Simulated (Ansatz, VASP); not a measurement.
**K: VASP beside Ansatz**

Contents of POSCAR:

```
K
1.0
   -2.6699463634      2.6699463634      2.6699463634
    2.6699463634     -2.6699463634      2.6699463634
    2.6699463634      2.6699463634     -2.6699463634
K
1
Direct
    0.0000000000      0.0000000000      0.0000000000
```

The input INCAR.step1:

```
SYSTEM = K
PREC = Accurate
ENCUT = 520
ISMEAR = 0
SIGMA = 0.03
LREAL = .FALSE.
LASPH = .TRUE.
NELM = 60
NBANDS = 10
GGA = PE
ALGO = Normal
EDIFF = 1E-4
LWAVE = .TRUE.
LCHARG = .FALSE.
```

INCAR.step2

```
SYSTEM = K
PREC = Accurate
ENCUT = 520
EDIFF = 1E-6
ISMEAR = 0
SIGMA = 0.03
LREAL = .FALSE.
LASPH = .TRUE.
NELM = 60
ALGO = Normal
ISIF = 2
LWAVE = .FALSE.
LCHARG = .FALSE.
METAGGA = R2SCAN
LMIXTAU = .TRUE.
NBANDS = 10
ISTART = 1
```

The input KPOINTS:

```
regular mesh
0
G
  8 8 8
  0 0 0
```

Input for Ansatz:

```yaml
crystal:
  lattice:
    - [-2.6699463634, 2.6699463634, 2.6699463634]
    - [2.6699463634, -2.6699463634, 2.6699463634]
    - [2.6699463634, 2.6699463634, -2.6699463634]
  atoms:
    - { symbol: K, position: [0.0, 0.0, 0.0] }
hamiltonian:
  xc: r2scan
  pseudopotentials:
    kind: paw
    azcp:
      K: "pseudopotentials/K.paw.azcp"
basis:
  ecutwfc: 500
  fft_grid_basis: typed
kpoints:
  mp_grid: { grid: [8, 8, 8], shift: [0, 0, 0] }
magnetization:
  spin_polarized: false
scf:
  occupations: { method: gaussian, width: 0.03 }
  lower_state_search: "off"
output:
  stress: true
```

Alike in both runs: task single point; functional r2SCAN; k mesh 8 × 8 × 8; occupations gaussian, width 0.03 eV; no spin polarisation.

|  | VASP | Ansatz |
| --- | --- | --- |
| version | VASP 6.6.1 | Ansatz 0.2.0 |
| potentials or method | VASP PAW PBE potentials, release 64 (K_sv), cutoff 520 eV | plane waves (500 eV) with PAW, scalar-relativistic |
| valence electrons in the cell | 9 | 9 |

```tsv
	VASP	Ansatz	Ansatz less VASP
pressure (GPa)	0.0	0.0	+0.03
```

VASP's potentials were made for PBE, not for r2SCAN.
